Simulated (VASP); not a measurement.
# EuS (Fm-3m) in VASP: single point with r2SCAN+U

Aim: the single point of EuS with r2SCAN+U.

All numbers are computed with VASP 6.6.1; they aren't measurements. Logs are shortened: lines on timing, memory, paths and dates and some standing lists are left out, and cuts for length are marked.

**1. The cell of the first run**

The structure is cubic, space group Fm-3m (No. 225). Conventional cell: a = 5.924 Å, b = 5.924 Å, c = 5.924 Å, α = 90.00°, β = 90.00°, γ = 90.00°. Eu (site symmetry m-3m) has 6 S at 2.96 Å within 3.9 Å. Within 3.9 Å of S (site symmetry m-3m) lie 6 Eu at 2.96 Å.

**2. Single point, r2SCAN+U, collinear spin, antiferromagnetic start**

File POSCAR:

```
EuS
1.0
   -2.9622059700     -5.9244119500     -2.9622059700
   -2.9622059700      0.0000000000     -2.9622059700
    2.9622059700      0.0000000000     -2.9622059700
Eu S
2 2
Direct
    0.0000000000      0.0000000000      0.0000000000
    0.5000000000      0.0000000000      0.5000000000
    0.0000000000      0.5000000000      0.5000000000
    0.5000000000      0.5000000000      0.0000000000
```

File INCAR.step1:

```
PREC     = Accurate       # precision mode
ENCUT    = 800            # plane-wave cutoff, eV
ISMEAR   = -1             # smearing method
SIGMA    = 0.1            # smearing width, eV
LREAL    = F              # projectors in reciprocal space
LASPH    = T              # aspherical terms in the spheres
NELM     = 200            # most SCF steps
ISPIN    = 2              # spin polarisation
MAGMOM   = 7 -7 0 0       # initial moments
LMAXMIX  = 6              # l up to which the mixer works
LDAU     = T              # DFT+U
LDAUTYPE = 2            
LDAUL    = 3 -1           # shell
LDAUU    = 5.07 0         # U, eV
LDAUJ    = 0 0          
ISYM     = 0            
NBANDS   = 35             # bands
GGA      = PE             # functional
ALGO     = Normal         # electronic algorithm
EDIFF    = 1E-5           # SCF threshold, eV
LWAVE    = T              # write WAVECAR
LCHARG   = F              # write CHGCAR
GGA_COMPAT= F            
KPAR     = 4
```

File INCAR.step2:

```
PREC     = Accurate       # precision mode
ENCUT    = 800            # plane-wave cutoff, eV
EDIFF    = 1E-6           # SCF threshold, eV
ISMEAR   = -1             # smearing method
SIGMA    = 0.1            # smearing width, eV
LREAL    = F              # projectors in reciprocal space
LASPH    = T              # aspherical terms in the spheres
NELM     = 200            # most SCF steps
ALGO     = Normal         # electronic algorithm
ISIF     = 2              # what is computed and relaxed
LWAVE    = F              # write WAVECAR
LCHARG   = F              # write CHGCAR
ISPIN    = 2              # spin polarisation
MAGMOM   = 7 -7 0 0       # initial moments
LORBIT   = 11             # projections on sites
LMAXMIX  = 6              # l up to which the mixer works
LDAU     = T              # DFT+U
LDAUTYPE = 2            
LDAUL    = 3 -1           # shell
LDAUU    = 5.07 0         # U, eV
LDAUJ    = 0 0          
LDAUPRINT= 1            
METAGGA  = R2SCAN         # meta-GGA
LMIXTAU  = T            
ISYM     = 0            
NBANDS   = 35             # bands
ISTART   = 1            
GGA_COMPAT= F            
KPAR     = 4
```

File KPOINTS:

```
regular mesh
0
Gamma
  6 6 6
```

Potentials or basis: VASP PAW PBE potentials, release 64 (Eu, S).

The run is started by

```sh
$ cat potpaw_PBE.64/Eu/POTCAR potpaw_PBE.64/S/POTCAR > POTCAR
$ cp INCAR.step1 INCAR
$ mpirun -np 4 vasp_std > vasp.out
$ cp INCAR.step2 INCAR
$ mpirun -np 4 vasp_std > vasp.out
```

OUTCAR:

```text
PREC = Accurate
   ENCUT = 800
   EDIFF = 1E-6
   ISMEAR = -1
   LREAL = F
   LASPH = T
   NELM = 200
   ISIF = 2
   ISPIN = 2
   LORBIT = 11
   METAGGA = R2SCAN
   ISYM = 0
   ISTART = 1

 ion  position               nearest neighbor table
   1  0.000  0.000  0.000-   3 2.96   3 2.96   3 2.96   3 2.96   4 2.96   4 2.96
   2  0.500  0.000  0.500-   4 2.96   4 2.96   4 2.96   4 2.96   3 2.96   3 2.96
   3  0.000  0.500  0.500-   1 2.96   1 2.96   1 2.96   1 2.96   2 2.96   2 2.96
   4  0.500  0.500  0.000-   2 2.96   2 2.96   2 2.96   2 2.96   1 2.96   1 2.96

IMPORTANT INFORMATION: All symmetrisations will be switched off!
NOSYMM: (Re-)initialisation of all symmetry stuff for point group C_1.

----------------------------------------------------------------------------------------

                                     Primitive cell

  volume of cell :     103.9695

  direct lattice vectors                    reciprocal lattice vectors
    -2.962205970 -5.924411950 -2.962205970     0.000000000 -0.168793124  0.000000000
    -2.962205970  0.000000000 -2.962205970    -0.168793124  0.168793124 -0.168793124
     2.962205970  0.000000000 -2.962205970     0.168793124  0.000000000 -0.168793124

  length of vectors
     7.255893148  4.189191857  4.189191857     0.168793124  0.292358267  0.238709525

  position of ions in fractional coordinates (direct lattice)
     0.000000000  0.000000000  0.000000000
     0.500000000  0.000000000  0.500000000
     0.000000000  0.500000000  0.500000000
     0.500000000  0.500000000  0.000000000

  ion indices of the primitive-cell ions
   primitive index   ion index
                 1           1
                 2           2
                 3           3
                 4           4

----------------------------------------------------------------------------------------

 KPOINTS: regular mesh

Automatic generation of k-mesh.
 Grid dimensions read from file:
 generate k-points for:    6    6    6

 Generating k-lattice:

  Cartesian coordinates                     Fractional coordinates (reciprocal lattice)
     0.000000000 -0.028132187  0.000000000     0.166666667  0.000000000  0.000000000
    -0.028132187  0.028132187 -0.028132187     0.000000000  0.166666667  0.000000000
     0.028132187  0.000000000 -0.028132187     0.000000000  0.000000000  0.166666667

  Length of vectors
     0.028132187  0.048726378  0.039784921

  Shift w.r.t. Gamma in fractional coordinates (k-lattice)
     0.000000000  0.000000000  0.000000000

 Subroutine IBZKPT returns following result:
 ===========================================

 Found    112 irreducible k-points:

 Following reciprocal coordinates:
            Coordinates               Weight
  0.000000  0.000000  0.000000      1.000000
[... 126 lines left out ...]

atom =   2  type =  1  l = 3

 onsite density matrix

spin component  1

  0.0019 -0.0000  0.0009 -0.0000  0.0000 -0.0000 -0.0000
 -0.0000  0.0001 -0.0000 -0.0000  0.0000 -0.0000 -0.0000
  0.0009 -0.0000  0.0014 -0.0000  0.0000  0.0000 -0.0000
 -0.0000 -0.0000 -0.0000  0.0026 -0.0000 -0.0000  0.0000
  0.0000  0.0000  0.0000 -0.0000  0.0014 -0.0000 -0.0009
 -0.0000 -0.0000  0.0000 -0.0000 -0.0000  0.0007  0.0000
 -0.0000 -0.0000 -0.0000  0.0000 -0.0009  0.0000  0.0019

spin component  2

  0.9758  0.0000 -0.0007 -0.0000 -0.0000  0.0000  0.0000
  0.0000  0.9753  0.0000  0.0000  0.0000 -0.0000  0.0000
 -0.0007  0.0000  0.9761 -0.0000 -0.0000 -0.0000  0.0000
 -0.0000  0.0000 -0.0000  0.9741 -0.0000  0.0007 -0.0000
 -0.0000  0.0000 -0.0000 -0.0000  0.9749  0.0000  0.0013
  0.0000 -0.0000 -0.0000  0.0007  0.0000  0.9764  0.0000
  0.0000  0.0000  0.0000 -0.0000  0.0013  0.0000  0.9756

 occupancies and eigenvectors

  o =  0.0001  v =  0.0000  1.0000 -0.0000  0.0000  0.0000  0.0000  0.0000  0.0000  0.0000  0.0000  0.0000  0.0000  0.0000  0.0000      0.0000  0.0000  0.0000  0.0000  0.0000  0.0000  0.0000  0.0000  0.0000  0.0000  0.0000  0.0000  0.0000  0.0000
  o =  0.0007  v = -0.0002  0.0000  0.0002 -0.0002 -0.7873 -0.0688 -0.6127  0.0000  0.0000  0.0000  0.0000  0.0000  0.0000  0.0000      0.0000  0.0000  0.0000  0.0000  0.0000  0.0000  0.0000  0.0000  0.0000  0.0000  0.0000  0.0000  0.0000  0.0000
  o =  0.0007  v = -0.0002  0.0000  0.0003 -0.0022  0.0543 -0.9976  0.0423  0.0000  0.0000  0.0000  0.0000  0.0000  0.0000  0.0000      0.0000  0.0000  0.0000  0.0000  0.0000  0.0000  0.0000  0.0000  0.0000  0.0000  0.0000  0.0000  0.0000  0.0000
  o =  0.0007  v = -0.6124  0.0000  0.7906  0.0000  0.0002  0.0004  0.0002  0.0000  0.0000  0.0000  0.0000  0.0000  0.0000  0.0000      0.0000  0.0000  0.0000  0.0000  0.0000  0.0000  0.0000  0.0000  0.0000  0.0000  0.0000  0.0000  0.0000  0.0000
  o =  0.0026  v = -0.7906  0.0000 -0.6124 -0.0003  0.0006 -0.0000 -0.0008  0.0000  0.0000  0.0000  0.0000  0.0000  0.0000  0.0000      0.0000  0.0000  0.0000  0.0000  0.0000  0.0000  0.0000  0.0000  0.0000  0.0000  0.0000  0.0000  0.0000  0.0000
  o =  0.0026  v =  0.0006  0.0000  0.0004  0.5196  0.5247 -0.0012 -0.6743  0.0000  0.0000  0.0000  0.0000  0.0000  0.0000  0.0000      0.0000  0.0000  0.0000  0.0000  0.0000  0.0000  0.0000  0.0000  0.0000  0.0000  0.0000  0.0000  0.0000  0.0000
  o =  0.0026  v = -0.0007 -0.0000 -0.0005  0.8544 -0.3191 -0.0019  0.4100  0.0000  0.0000  0.0000  0.0000  0.0000  0.0000  0.0000      0.0000  0.0000  0.0000  0.0000  0.0000  0.0000  0.0000  0.0000  0.0000  0.0000  0.0000  0.0000  0.0000  0.0000
  o =  0.9739  v =  0.0000  0.0000  0.0000  0.0000  0.0000  0.0000  0.0000  0.0000 -0.0000  0.0000  0.9677 -0.0121 -0.2515  0.0093      0.0000  0.0000  0.0000  0.0000  0.0000  0.0000  0.0000  0.0000  0.0000  0.0000  0.0000  0.0000  0.0000  0.0000
  o =  0.9739  v =  0.0000  0.0000  0.0000  0.0000  0.0000  0.0000  0.0000 -0.0000 -0.0000 -0.0000 -0.0147 -0.7915  0.0038  0.6110      0.0000  0.0000  0.0000  0.0000  0.0000  0.0000  0.0000  0.0000  0.0000  0.0000  0.0000  0.0000  0.0000  0.0000
  o =  0.9752  v =  0.0000  0.0000  0.0000  0.0000  0.0000  0.0000  0.0000  0.7906 -0.0002  0.6124 -0.0000 -0.0000  0.0000  0.0000      0.0000  0.0000  0.0000  0.0000  0.0000  0.0000  0.0000  0.0000  0.0000  0.0000  0.0000  0.0000  0.0000  0.0000
  o =  0.9753  v =  0.0000  0.0000  0.0000  0.0000  0.0000  0.0000  0.0000  0.0002  1.0000  0.0001  0.0000 -0.0000 -0.0000 -0.0000      0.0000  0.0000  0.0000  0.0000  0.0000  0.0000  0.0000  0.0000  0.0000  0.0000  0.0000  0.0000  0.0000  0.0000
  o =  0.9766  v =  0.0000  0.0000  0.0000  0.0000  0.0000  0.0000  0.0000  0.0001  0.0000 -0.0001 -0.2045  0.3560 -0.7866  0.4611      0.0000  0.0000  0.0000  0.0000  0.0000  0.0000  0.0000  0.0000  0.0000  0.0000  0.0000  0.0000  0.0000  0.0000
  o =  0.9766  v =  0.0000  0.0000  0.0000  0.0000  0.0000  0.0000  0.0000  0.0000 -0.0000 -0.0001 -0.1465 -0.4967 -0.5638 -0.6434      0.0000  0.0000  0.0000  0.0000  0.0000  0.0000  0.0000  0.0000  0.0000  0.0000  0.0000  0.0000  0.0000  0.0000
  o =  0.9767  v =  0.0000  0.0000  0.0000  0.0000  0.0000  0.0000  0.0000  0.6124 -0.0000 -0.7906  0.0000 -0.0000  0.0001 -0.0000      0.0000  0.0000  0.0000  0.0000  0.0000  0.0000  0.0000  0.0000  0.0000  0.0000  0.0000  0.0000  0.0000  0.0000

 number of electron      45.9999999 magnetization       0.0000005

 Free energy of the ion-electron system (eV)
  ---------------------------------------------------
  ext. energy  EPLUGINS =         0.00000000
  ---------------------------------------------------
  free energy    TOTEN  =      -104.01722215 eV

  energy without entropy =     -104.01319608  energy(sigma->0) =     -104.01520911

 E-fermi :   3.8136     XC(G=0): -10.1173

 val. band max:        3.3002136866   @ k =   0.0000   0.0000   0.0000
 cond. band min:       4.0407132008   @ k =   0.0000   0.0000   0.0000
 fundamental gap:      0.7404995142
 Fermi energy:         3.8135661641

 spin component 1

 k-point     1 :       0.0000    0.0000    0.0000
  band No.  band energies     occupation
      1     -37.8183      1.00000
      2     -34.1067      1.00000
      3     -16.2109      1.00000
      4     -16.1287      1.00000
      5     -16.1287      1.00000
      6     -13.6684      1.00000
[... 1817 lines left out ...]
     34      10.9725      0.00000
     35      11.0311      0.00000

 [... further k-points ...]

------------------------ aborting loop because EDIFF is reached ----------------------------------------

  FORCE on cell =-STRESS in cart. coord.  units (eV):
  Direction    XX          YY          ZZ          XY          YZ          ZX
  --------------------------------------------------------------------------------------
  -------------------------------------------------------------------------------------
  Total        0.9946542      1.0607283      0.9946864      0.0000997      0.0000922      0.0004197
  in kB       15.3276986     16.3459064     15.3281945      0.0015358      0.0014211      0.0064683
  external PRESSURE =      15.6672665 kB  Pullay stress =       0.0000000 kB

 VOLUME and BASIS-vectors are now :
 -----------------------------------------------------------------------------
  energy-cutoff  :      800.00
  volume of cell :      103.97
      direct lattice vectors                 reciprocal lattice vectors
    -2.962205970 -5.924411950 -2.962205970     0.000000000 -0.168793124  0.000000000
    -2.962205970  0.000000000 -2.962205970    -0.168793124  0.168793124 -0.168793124
     2.962205970  0.000000000 -2.962205970     0.168793124  0.000000000 -0.168793124

 POSITION                                       TOTAL-FORCE (eV/Angst)
 -----------------------------------------------------------------------------------
      0.00000      0.00000      0.00000         0.000011     -0.000004      0.000012
      0.00000     -2.96221     -2.96221         0.000000     -0.000004     -0.000008
      0.00000      0.00000     -2.96221        -0.000005      0.000002     -0.000003
     -2.96221     -2.96221     -2.96221        -0.000006      0.000006     -0.000001
 -----------------------------------------------------------------------------------
    total drift:                                0.000016     -0.000020     -0.000005

  FREE ENERGIE OF THE ION-ELECTRON SYSTEM (eV)
  ---------------------------------------------------
  free  energy   TOTEN  =      -104.0172221471 eV

  energy  without entropy=     -104.0131960810  energy(sigma->0) =     -104.01520911

 total charge

# of ion       s       p       d       f       tot
--------------------------------------------------
    1        2.037   5.836   0.233   6.831  14.937
    2        2.037   5.836   0.233   6.831  14.937
    3        1.306   2.489   0.000   0.000   3.795
    4        1.306   2.489   0.000   0.000   3.795
--------------------------------------------------
tot          6.687  16.651   0.466  13.661  37.465

 magnetization (x)

# of ion       s       p       d       f       tot
--------------------------------------------------
    1       -0.026  -0.196   0.036   6.811   6.625
    2        0.026   0.196  -0.036  -6.811  -6.625
    3       -0.003  -0.023   0.000   0.000  -0.026
    4        0.003   0.023   0.000   0.000   0.026
--------------------------------------------------
tot          0.000  -0.000  -0.000   0.000  -0.000
```

Run time: 23 min. Hardware: 4 MPI ranks of AMD EPYC 9R45 (Zen 5), shared host; peak memory 1.3 GiB.

What came out:

| Item | Value |
| --- | --- |
| Free energy | -104.0172 eV |
| Pressure | 1.6 GPa |
| Band gap on the k mesh | 0.74 eV |
| Net moment | 0.00 μB per cell |
| Site moments | Eu +6.62, -6.62; S -0.03, +0.03 μB |
| Valence electrons inside the program's atomic spheres | Eu 14.94; S 3.79 |

Eigenvalues of the final occupation matrices:
```tsv
site	spin	trace	eigenvalues
site 1 f	1	6.83	0.97 0.97 0.98 0.98 0.98 0.98 0.98
site 1 f	2	0.01	0.00 0.00 0.00 0.00 0.00 0.00 0.00
site 2 f	1	0.01	0.00 0.00 0.00 0.00 0.00 0.00 0.00
site 2 f	2	6.83	0.97 0.97 0.98 0.98 0.98 0.98 0.98
```

Caveat: the antiferromagnetic order is the one typed at the start, and another may lie lower; semilocal functionals underestimate gaps, and a narrow one can read as zero; the PAW data sets were made with another functional, which shifts forces and pressure a little; spin-orbit coupling is left out, which moves the levels of the heavy elements. The state reached can hang on the start; a lower one may exist.
